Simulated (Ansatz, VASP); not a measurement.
# ZnS: VASP beside Ansatz

```
CELL_PARAMETERS angstrom
0.00000 2.55182 2.55182
2.55182 0.00000 2.55182
2.55182 2.55182 0.00000
ATOMIC_POSITIONS crystal
Zn 0.00000 0.00000 0.00000
S 0.50000 0.50000 0.50000
```

Alike in both runs: functional PBE; k mesh 15 × 15 × 15; occupations fermi-dirac, width 0.1 eV; no spin polarisation.

Ansatz relaxed the structure, and its values are those at the end. VASP's run is a single point on that final structure, the one shown.

|  | VASP | Ansatz |
| --- | --- | --- |
| version | VASP 6.6.1 | Ansatz 0.2.0 |
| potentials or method | VASP PAW PBE potentials, release 64 (Zn, S) | PAW with Ansatz's default frozen-core files, scalar-relativistic |
| plane-wave cutoff (eV) | 520 | 420 |
| valence electrons in the cell | 18 | 18 |

```csv
,VASP,Ansatz,Ansatz less VASP
pressure (GPa),0.1,0.0,-0.12
```

With one functional, cell and mesh, what is left measures potentials, basis and numerics.
